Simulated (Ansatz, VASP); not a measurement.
# One calculation of Zr3S2, two programs

File INCAR:

```
PREC = Accurate ; ENCUT = 520
EDIFF = 1E-7 ; ISMEAR = 0
SIGMA = 0.1 ; LREAL = F
LASPH = T ; NELM = 100
ALGO = Normal ; ISIF = 2
LWAVE = F ; LCHARG = F
GGA = PE ; NBANDS = 59
```

KPOINTS

```
Automatic mesh
0
Gamma
  6 6 10
```

The input POSCAR:

```
Zr3S2
1.0
    7.1526274937      0.0000000000      0.0000000000
    0.0000000000      7.1526274937      0.0000000000
    0.0000000000      0.0000000000      3.4701650791
Zr S
6 4
Direct
    0.3423302155      0.1576697845      0.5000000000
    0.6576697845      0.8423302155      0.5000000000
    0.8423302155      0.3423302155      0.5000000000
    0.1576697845      0.6576697845      0.5000000000
    0.0000000000      0.0000000000      0.0000000000
    0.5000000000      0.5000000000      0.0000000000
    0.1485536463      0.3514463537      0.0000000000
    0.8514463537      0.6485536463      0.0000000000
    0.3514463537      0.8514463537      0.0000000000
    0.6485536463      0.1485536463      0.0000000000
```

Input for Ansatz:

```yaml
crystal:
  lattice:
    - [7.1526274937, 0.0, 0.0]
    - [0.0, 7.1526274937, 0.0]
    - [0.0, 0.0, 3.4701650791]
  atoms:
    - { symbol: Zr, position: [0.3423302155, 0.1576697845, 0.5] }
    - { symbol: Zr, position: [0.6576697845, 0.8423302155, 0.5] }
    - { symbol: Zr, position: [0.8423302155, 0.3423302155, 0.5] }
    - { symbol: Zr, position: [0.1576697845, 0.6576697845, 0.5] }
    - { symbol: Zr, position: [0.0, 0.0, 0.0] }
    - { symbol: Zr, position: [0.5, 0.5, 0.0] }
    - { symbol: S, position: [0.1485536463, 0.3514463537, 0.0] }
    - { symbol: S, position: [0.8514463537, 0.6485536463, 0.0] }
    - { symbol: S, position: [0.3514463537, 0.8514463537, 0.0] }
    - { symbol: S, position: [0.6485536463, 0.1485536463, 0.0] }
basis:
  ecutwfc: 420
kpoints:
  mp_grid: { grid: [6, 6, 10] }
  band_path:
    path:
      - [[0.0, 0.0, 0.0], [0.0, 0.5, 0.0], [0.5, 0.5, 0.0], [0.0, 0.0, 0.0], [0.0, 0.0, 0.5], [0.0, 0.5, 0.5], [0.5, 0.5, 0.5], [0.0, 0.0, 0.5]]
      - [[0.0, 0.5, 0.0], [0.0, 0.5, 0.5]]
      - [[0.5, 0.5, 0.0], [0.5, 0.5, 0.5]]
    npoints: 14
hamiltonian:
  xc: pbe
scf:
  occupations: { method: gaussian, width: 0.1 }
  n_extra_bands: 25
output:
  forces: true
  stress: true
  eigenvalues: true
  populations: true
  dos: { projected: true, de: 0.02, nscf_kmesh: { grid: [8, 8, 12] } }
  bader: true
  write_density: true
  write_potential: true
  elf: true
  volumetric_format: npy
```

Alike in both runs: task single point; functional PBE; k mesh 6 × 6 × 10; occupations gaussian, width 0.1 eV; no spin polarisation.

```csv
,VASP,Ansatz
version,VASP 6.6.1,Ansatz 0.2.0
potentials or method,"VASP PAW PBE potentials, release 64 (Zr_sv, S), cutoff 520 eV","scalar-relativistic, plane waves, PAW"
valence electrons in the cell,96,96
```

VASP gave:

```
gap on the k mesh at the Fermi level (eV) : none
pressure (GPa)                            : 0.1
```

Question: Estimate Ansatz's values.

Answer: gap on the k mesh at the Fermi level (eV): none; pressure (GPa): 0.0.

A gap of «none» marks a metal or a gap that the smearing closes. With one functional, cell and mesh, what is left measures potentials, basis and numerics.
